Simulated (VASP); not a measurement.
# MgO (Cm) in VASP: notebook

MgO is run at these levels: r2SCAN; tasks: single point.

Everything below comes from runs of VASP 6.6.1. Logs are shortened: lines on timing, memory, paths and dates and some standing lists are left out, and cuts for length are marked.

### Step 1. The cell of the first run

The structure is monoclinic, space group Cm (No. 8). The conventional cell has a = 6.035 Å, b = 3.484 Å, c = 4.186 Å, α = 90.00°, β = 90.00°, γ = 90.00°. Mg (site symmetry m) has 5 O at 2.01 to 2.17 Å within 2.7 Å. Within 2.6 Å of Mg (site symmetry m) lie 5 O at 1.98 to 2.09 Å. Within 2.6 Å of O (site symmetry m) lie 5 Mg at 1.98 to 2.17 Å. Within 2.7 Å of O (site symmetry m) lie 5 Mg at 2.01 to 2.09 Å.

### Step 2. Single point, r2SCAN (atom 3 (O) moved -0.100 Å towards its neighbour atom 4 (O) at 2.903 Å)

POSCAR

```
MgO
1.0
    3.4841042127      0.0000000000      0.0000000000
   -1.7420521064      3.0173227576      0.0000000000
    0.0000000000      0.0000000000      4.1856875957
Mg O
2 2
Direct
    0.6666666667      0.3333333333      0.7500000000
    0.3333333333      0.6666666667      0.2500000000
    0.6781497814      0.3562995629      0.2672246722
    0.3333333333      0.6666666667      0.7500000000
```

INCAR.step1

```
PREC     = Accurate       # precision mode
ENCUT    = 520            # plane-wave cutoff, eV
ISMEAR   = 0              # smearing method
SIGMA    = 0.05           # smearing width, eV
LREAL    = F              # projectors in reciprocal space
LASPH    = T              # aspherical terms in the spheres
NELM     = 100            # most SCF steps
NBANDS   = 16             # bands
GGA      = PE             # functional
ALGO     = Normal         # electronic algorithm
EDIFF    = 1E-4           # SCF threshold, eV
LWAVE    = T              # write WAVECAR
LCHARG   = F              # write CHGCAR
```

INCAR.step2

```
PREC     = Accurate       # precision mode
ENCUT    = 520            # plane-wave cutoff, eV
EDIFF    = 1E-6           # SCF threshold, eV
ISMEAR   = 0              # smearing method
SIGMA    = 0.05           # smearing width, eV
LREAL    = F              # projectors in reciprocal space
LASPH    = T              # aspherical terms in the spheres
NELM     = 100            # most SCF steps
ALGO     = Normal         # electronic algorithm
ISIF     = 2              # what is computed and relaxed
LWAVE    = F              # write WAVECAR
LCHARG   = F              # write CHGCAR
METAGGA  = R2SCAN         # meta-GGA
LMIXTAU  = T            
NBANDS   = 16             # bands
ISTART   = 1
```

KPOINTS

```
regular mesh
0
Gamma
  6 6 6
```

Potentials or basis: VASP PAW PBE potentials, release 64 (Mg, O).

Started as:

```bash
cat potpaw_PBE.64/Mg/POTCAR potpaw_PBE.64/O/POTCAR > POTCAR
cp INCAR.step1 INCAR
mpirun -np 1 vasp_std > vasp.out
cp INCAR.step2 INCAR
mpirun -np 1 vasp_std > vasp.out
```

OUTCAR:

```text
PREC = Accurate
   ENCUT = 520
   EDIFF = 1E-6
   ISMEAR = 0
   LREAL = F
   LASPH = T
   NELM = 100
   ISIF = 2
   METAGGA = R2SCAN
   ISTART = 1

 ion  position               nearest neighbor table
   1  0.667  0.333  0.750-   4 2.01   4 2.01   4 2.01   3 2.02   3 2.17   2 2.90   2 2.90   2 2.90
                             2 2.90   2 2.90   2 2.90
   2  0.333  0.667  0.250-   3 1.98   3 1.98   3 2.08   4 2.09   4 2.09   1 2.90   1 2.90   1 2.90
                             1 2.90   1 2.90   1 2.90
   3  0.678  0.356  0.267-   2 1.98   2 1.98   1 2.02   2 2.08   1 2.17
   4  0.333  0.667  0.750-   1 2.01   1 2.01   1 2.01   2 2.09   2 2.09

  LATTYP: Found a hexagonal cell.
 ALAT       =     3.4841042127
 C/A-ratio  =     1.2013669340

  Lattice vectors:

 A1 = (   3.4841042127,   0.0000000000,   0.0000000000)
 A2 = (  -1.7420521064,   3.0173227576,   0.0000000000)
 A3 = (   0.0000000000,   0.0000000000,   4.1856875957)

Analysis of symmetry for initial positions (statically):
=====================================================================
 Subroutine PRICEL returns:
 Original cell was already a primitive cell.

 Routine SETGRP: Setting up the symmetry group for a
 hexagonal supercell.

 Subroutine GETGRP returns: Found  2 space group operations
 (whereof  2 operations were pure point group operations)
 out of a pool of 24 trial point group operations.

The static configuration has the point symmetry C_1h.

Analysis of symmetry for dynamics (positions and initial velocities):
=====================================================================
 Subroutine PRICEL returns:
 Original cell was already a primitive cell.

 Routine SETGRP: Setting up the symmetry group for a
 hexagonal supercell.

 Subroutine GETGRP returns: Found  2 space group operations
 (whereof  2 operations were pure point group operations)
 out of a pool of 24 trial point group operations.

The dynamic configuration has the point symmetry C_1h.

 Subroutine INISYM returns: Found  2 space group operations
 (whereof  2 operations are pure point group operations),
 and found     1 'primitive' translations

----------------------------------------------------------------------------------------

                                     Primitive cell

  volume of cell :      44.0027

  direct lattice vectors                    reciprocal lattice vectors
     3.484104213  0.000000000  0.000000000     0.287017821  0.165709816  0.000000000
    -1.742052106  3.017322758  0.000000000     0.000000000  0.331419633  0.000000000
     0.000000000  0.000000000  4.185687596     0.000000000  0.000000000  0.238909373

  length of vectors
     3.484104213  3.484104213  4.185687596     0.331419633  0.331419633  0.238909373

  position of ions in fractional coordinates (direct lattice)
     0.666666667  0.333333333  0.750000000
     0.333333333  0.666666667  0.250000000
     0.678149781  0.356299563  0.267224672
     0.333333333  0.666666667  0.750000000

  ion indices of the primitive-cell ions
   primitive index   ion index
                 1           1
                 2           2
                 3           3
                 4           4

----------------------------------------------------------------------------------------

 KPOINTS: regular mesh

Automatic generation of k-mesh.
 Grid dimensions read from file:
 generate k-points for:    6    6    6

 Generating k-lattice:

  Cartesian coordinates                     Fractional coordinates (reciprocal lattice)
     0.047836304  0.027618303  0.000000000     0.166666667  0.000000000  0.000000000
     0.000000000  0.055236605  0.000000000     0.000000000  0.166666667  0.000000000
     0.000000000  0.000000000  0.039818229     0.000000000  0.000000000  0.166666667

  Length of vectors
     0.055236605  0.055236605  0.039818229

  Shift w.r.t. Gamma in fractional coordinates (k-lattice)
     0.000000000  0.000000000  0.000000000

 Subroutine IBZKPT returns following result:
 ===========================================

 Found     68 irreducible k-points:

 Following reciprocal coordinates:
            Coordinates               Weight
  0.000000  0.000000  0.000000      1.000000
  0.166667  0.000000  0.000000      4.000000
  0.000000  0.166667  0.000000      2.000000
  0.333333  0.000000  0.000000      4.000000
  0.000000  0.333333  0.000000      2.000000
  0.500000  0.000000  0.000000      2.000000
[... 16 lines left out ...]
  0.500000  0.000000  0.166667      4.000000
  0.000000  0.500000  0.166667      2.000000
 [... further k-points ...]
   k-points           NKPTS =     68   k-points in BZ     NKDIM =     68   number of bands    NBANDS=     16
   number of dos      NEDOS =    301   number of ions     NIONS =      4
   total plane-waves  NPLWV =  25088
   dimension x,y,z NGX =    28 NGY =   28 NGZ =   32
   dimension x,y,z NGXF=    56 NGYF=   56 NGZF=   64
   ions per type =               2   2
[... 69 lines left out ...]
  band No.  band energies     occupation
      1     -16.2991      2.00000
      2     -14.9283      2.00000
      3      -2.0823      2.00000
      4      -0.2436      2.00000
      5      -0.0960      2.00000
      6       0.7213      2.00000
[... 8 lines left out ...]
     15      18.2044      0.00000
     16      18.4633      0.00000

 k-point     2 :       0.1667    0.0000    0.0000
  band No.  band energies     occupation
      1     -16.1673      2.00000
      2     -14.9560      2.00000
      3      -1.8634      2.00000
      4      -0.6248      2.00000
      5      -0.3252      2.00000
      6       0.2538      2.00000
[... 8 lines left out ...]
     15      17.2911      0.00000
     16      17.6040      0.00000

 k-point     3 :       0.0000    0.1667    0.0000
  band No.  band energies     occupation
      1     -16.1731      2.00000
      2     -14.9499      2.00000
      3      -1.8724      2.00000
      4      -0.6009      2.00000
      5      -0.4209      2.00000
      6       0.2749      2.00000
[... 8 lines left out ...]
     15      17.1549      0.00000
     16      17.7915      0.00000

 k-point     4 :       0.3333    0.0000    0.0000
  band No.  band energies     occupation
      1     -15.8438      2.00000
      2     -15.0661      2.00000
      3      -1.5210      2.00000
      4      -1.2761      2.00000
      5      -0.6365      2.00000
      6      -0.2482      2.00000
[... 8 lines left out ...]
     15      16.9259      0.00000
     16      17.3440      0.00000

 k-point     5 :       0.0000    0.3333    0.0000
  band No.  band energies     occupation
      1     -15.8718      2.00000
      2     -15.0369      2.00000
      3      -1.6138      2.00000
      4      -1.3274      2.00000
      5      -0.7019      2.00000
      6      -0.1377      2.00000
[... 8 lines left out ...]
     15      16.7047      0.00000
     16      17.7795      0.00000

 k-point     6 :       0.5000    0.0000    0.0000
  band No.  band energies     occupation
      1     -15.5960      2.00000
      2     -15.2052      2.00000
      3      -1.9362      2.00000
      4      -0.7693      2.00000
      5      -0.7581      2.00000
      6      -0.3962      2.00000
[... 8 lines left out ...]
     15      17.4413      0.00000
     16      17.5510      0.00000
[... 267 lines left out ...]
 k-point    21 :      -0.3333    0.0000    0.1667
  band No.  band energies     occupation
      1     -15.7826      2.00000
      2     -15.1051      2.00000
      3      -1.8971      2.00000
      4      -1.0367      2.00000
      5      -0.5506      2.00000
      6      -0.4169      2.00000
[... 8 lines left out ...]
     15      17.1584      0.00000
     16      17.2851      0.00000

 k-point    22 :       0.0000   -0.3333    0.1667
  band No.  band energies     occupation
      1     -15.8081      2.00000
      2     -15.0802      2.00000
      3      -1.9452      2.00000
      4      -1.0975      2.00000
      5      -0.6062      2.00000
      6      -0.2648      2.00000
[... 8 lines left out ...]
     15      16.6435      0.00000
     16      17.4543      0.00000

 k-point    23 :       0.5000    0.0000    0.1667
  band No.  band energies     occupation
      1     -15.5558      2.00000
      2     -15.2152      2.00000
      3      -2.1598      2.00000
      4      -1.0814      2.00000
      5      -0.6639      2.00000
      6      -0.3879      2.00000
[... 8 lines left out ...]
     15      16.9949      0.00000
     16      17.4836      0.00000

 k-point    24 :       0.0000    0.5000    0.1667
  band No.  band energies     occupation
      1     -15.6166      2.00000
      2     -15.1553      2.00000
      3      -2.2343      2.00000
      4      -0.9168      2.00000
      5      -0.7207      2.00000
      6      -0.5487      2.00000
[... 8 lines left out ...]
     15      17.3112      0.00000
     16      17.4166      0.00000

 [... further k-points ...]

------------------------ aborting loop because EDIFF is reached ----------------------------------------

  FORCE on cell =-STRESS in cart. coord.  units (eV):
  Direction    XX          YY          ZZ          XY          YZ          ZX
  --------------------------------------------------------------------------------------
  -------------------------------------------------------------------------------------
  Total        0.5115730     -0.7068951     -0.0444375      0.0000000     -0.0277111      0.0000000
  in kB       18.6268109    -25.7386542     -1.6180065      0.0000000     -1.0089845      0.0000000
  external PRESSURE =      -2.9099499 kB  Pullay stress =       0.0000000 kB

 VOLUME and BASIS-vectors are now :
 -----------------------------------------------------------------------------
  energy-cutoff  :      520.00
  volume of cell :       44.00
      direct lattice vectors                 reciprocal lattice vectors
     3.484104213  0.000000000  0.000000000     0.287017821  0.165709816  0.000000000
    -1.742052106  3.017322758  0.000000000     0.000000000  0.331419633  0.000000000
     0.000000000  0.000000000  4.185687596     0.000000000  0.000000000  0.238909373

 POSITION                                       TOTAL-FORCE (eV/Angst)
 -----------------------------------------------------------------------------------
      1.74205      1.00577      3.13927        -0.000000      0.119635      0.210164
     -0.00000      2.01155      1.04642        -0.000000      0.443322      0.172846
      1.74205      1.07507      1.11852         0.000000     -0.688786     -0.849408
     -0.00000      2.01155      3.13927        -0.000000      0.125828      0.466398
 -----------------------------------------------------------------------------------
    total drift:                                0.000001      0.009749     -0.001937

  FREE ENERGIE OF THE ION-ELECTRON SYSTEM (eV)
  ---------------------------------------------------
  free  energy   TOTEN  =       -32.0146206239 eV

  energy  without entropy=      -32.0146206239  energy(sigma->0) =      -32.01462062
```

It took 3.1 min on 1 thread of Intel Xeon 8259CL, shared host; peak memory 0.2 GiB.

Results:

| Item | Value |
| --- | --- |
| Free energy | -32.0146 eV |
| Pressure | -0.3 GPa |
| Largest force | 1.094 eV/Å |
| Band gap on the k mesh | 4.07 eV, direct |

Forces in eV/Å, atoms in the order of the input:
```
Mg   0.000  0.120  0.210
Mg   0.000  0.443  0.173
O    0.000 -0.689 -0.849
O    0.000  0.126  0.466
```

Stress tensor (GPa, compression positive):
```
 1.86  0.00  0.00
 0.00 -2.57 -0.10
 0.00 -0.10 -0.16
```

Caveat: the cell differs from its parent crystal (atom 3 (O) moved -0.100 Å towards its neighbour atom 4 (O) at 2.903 Å); the PAW data sets were made with another functional, which shifts forces and pressure a little.

### Step 3. Single point, r2SCAN (atom 3 (O) moved +0.100 Å towards its neighbour atom 4 (O) at 2.903 Å)

POSCAR, as its differences from that of step 2:

```diff
@@ -10,3 +10,3 @@
     0.3333333333      0.6666666667      0.2500000000
-    0.6781497814      0.3562995629      0.2672246722
+    0.6551835519      0.3103671038      0.2327753278
     0.3333333333      0.6666666667      0.7500000000
```

INCAR.step1

```
ALGO = Normal
EDIFF = 1E-4
ENCUT = 520
GGA = PE
ISMEAR = 0
LASPH = True
LCHARG = False
LREAL = False
LWAVE = True
NBANDS = 16
NELM = 60
PREC = Accurate
SIGMA = 0.05
```

INCAR.step2

```
ALGO = Normal
EDIFF = 1E-6
ENCUT = 520
ISIF = 2
ISMEAR = 0
ISTART = 1
LASPH = True
LCHARG = True
LELF = True
LMIXTAU = True
LREAL = False
LVHAR = True
LWAVE = False
METAGGA = R2SCAN
NBANDS = 16
NELM = 60
PREC = Accurate
SIGMA = 0.05
```

KPOINTS

```
k-points
0
Gamma
  6 6 6
```

Potentials or basis: VASP PAW PBE potentials, release 64 (Mg, O).

Started as:

```bash
cat potpaw_PBE.64/Mg/POTCAR potpaw_PBE.64/O/POTCAR > POTCAR
cp INCAR.step1 INCAR
mpirun -np 1 vasp_std > vasp.out
cp INCAR.step2 INCAR
mpirun -np 1 vasp_std > vasp.out
```

Run time: 3.3 min. Hardware: 1 thread of Intel Xeon 8259CL, shared host; peak memory 0.19 GiB.

It converged, with:

```
Free energy            : -32.0108 eV
Pressure               : -0.3 GPa
Largest force          : 1.204 eV/Å
Band gap on the k mesh : 4.07 eV, direct
```

Forces in eV/Å, atoms in the order of the input:
```
Mg   0.000 -0.118 -0.210
Mg   0.000 -0.596 -0.172
O    0.000  0.854  0.849
O    0.000 -0.141 -0.467
```

Stress tensor (GPa, compression positive):
```
-2.77  0.00  0.00
 0.00  2.14 -0.12
 0.00 -0.12 -0.16
```

Levels at points of the mesh, in eV from the valence-band top:
| k point | band 6 | band 7 | band 8 | band 9 | band 10 | band 11 |
| --- | --- | --- | --- | --- | --- | --- |
| (0.00, 0.00, 0.00) | -0.87 | -0.79 | 0.00 | 4.07 | 10.38 | 13.10 |
| (0.50, 0.00, 0.00) | -1.91 | -1.22 | -0.54 | 7.73 | 9.98 | 10.47 |
| (0.00, 0.50, 0.00) | -2.02 | -1.44 | -0.52 | 7.51 | 9.93 | 10.85 |
| (0.00, 0.00, 0.50) | -1.35 | -1.26 | -1.23 | 7.04 | 7.21 | 13.79 |
| (0.50, 0.00, 0.50) | -1.48 | -0.88 | -0.84 | 7.90 | 8.21 | 12.73 |
| (0.00, 0.50, 0.50) | -1.43 | -0.78 | -0.71 | 7.81 | 8.09 | 12.41 |

Caveat: the cell differs from its parent crystal (atom 3 (O) moved +0.100 Å towards its neighbour atom 4 (O) at 2.903 Å); the PAW data sets were made with another functional, which shifts forces and pressure a little.

### Step 4. Single point, r2SCAN (atom 3 (O) moved +0.050 Å towards its neighbour atom 4 (O) at 2.903 Å)

POSCAR, as its differences from that of step 3:

```diff
@@ -10,3 +10,3 @@
     0.3333333333      0.6666666667      0.2500000000
-    0.6551835519      0.3103671038      0.2327753278
+    0.6609251093      0.3218502186      0.2413876639
     0.3333333333      0.6666666667      0.7500000000
```

INCAR.step1

```
SYSTEM = MgO
PREC     = Accurate       ! precision mode
ENCUT    = 520            ! plane-wave cutoff, eV
ISMEAR   = 0              ! smearing method
SIGMA    = 0.05           ! smearing width, eV
LREAL    = .False.        ! projectors in reciprocal space
LASPH    = .True.         ! aspherical terms in the spheres
NELM     = 80             ! most SCF steps
NBANDS   = 16             ! bands
GGA      = PE             ! functional
ALGO     = Normal         ! electronic algorithm
EDIFF    = 1E-4           ! SCF threshold, eV
LWAVE    = .True.         ! write WAVECAR
LCHARG   = .False.        ! write CHGCAR
```

INCAR.step2

```
SYSTEM = MgO
PREC     = Accurate       ! precision mode
ENCUT    = 520            ! plane-wave cutoff, eV
EDIFF    = 1E-7           ! SCF threshold, eV
ISMEAR   = 0              ! smearing method
SIGMA    = 0.05           ! smearing width, eV
LREAL    = .False.        ! projectors in reciprocal space
LASPH    = .True.         ! aspherical terms in the spheres
NELM     = 80             ! most SCF steps
ALGO     = Normal         ! electronic algorithm
ISIF     = 2              ! what is computed and relaxed
LWAVE    = .False.        ! write WAVECAR
LCHARG   = .False.        ! write CHGCAR
METAGGA  = R2SCAN         ! meta-GGA
LMIXTAU  = .True.       
NBANDS   = 16             ! bands
ISTART   = 1
```

KPOINTS

```
regular mesh
0
Gamma
  6 6 6
  0 0 0
```

Started as:

```bash
cat potpaw_PBE.64/Mg/POTCAR potpaw_PBE.64/O/POTCAR > POTCAR
cp INCAR.step1 INCAR
mpirun -np 1 vasp_std > vasp.out
cp INCAR.step2 INCAR
mpirun -np 1 vasp_std > vasp.out
```

It took 3.3 min on 1 thread of Intel Xeon 8259CL, shared host; peak memory 0.2 GiB.

The run converged. Its results:

| Quantity | Value |
| --- | --- |
| Free energy | -32.0553 eV |
| Pressure | -0.7 GPa |
| Largest force | 0.585 eV/Å |
| Band gap on the k mesh | 4.08 eV, direct |

Forces in eV/Å, atoms in the order of the input:
```
Mg   0.000 -0.059 -0.097
Mg   0.000 -0.281 -0.089
O    0.000  0.406  0.422
O    0.000 -0.066 -0.235
```

Stress tensor (GPa, compression positive):
```
-1.79  0.00  0.00
 0.00  0.60 -0.03
 0.00 -0.03 -0.79
```

Levels at points of the mesh, in eV from the valence-band top:
```tsv
k point	band 5	band 6	band 7	band 8	band 9	band 10	band 11	band 12
(0.00, 0.00, 0.00)	-1.73	-0.85	-0.81	0.00	4.08	10.38	13.15	13.37
(0.50, 0.00, 0.00)	-2.39	-1.94	-1.27	-0.55	7.70	10.00	10.55	13.23
(0.00, 0.50, 0.00)	-2.35	-2.00	-1.37	-0.53	7.59	9.97	10.74	13.36
(0.00, 0.00, 0.50)	-1.36	-1.34	-1.29	-1.28	7.09	7.17	13.82	13.84
(0.50, 0.00, 0.50)	-1.62	-1.52	-0.86	-0.84	7.96	8.12	12.88	13.22
(0.00, 0.50, 0.50)	-1.60	-1.50	-0.81	-0.77	7.92	8.06	12.72	13.08
```

Caveat: the cell differs from its parent crystal (atom 3 (O) moved +0.050 Å towards its neighbour atom 4 (O) at 2.903 Å); the PAW data sets were made with another functional, which shifts forces and pressure a little.
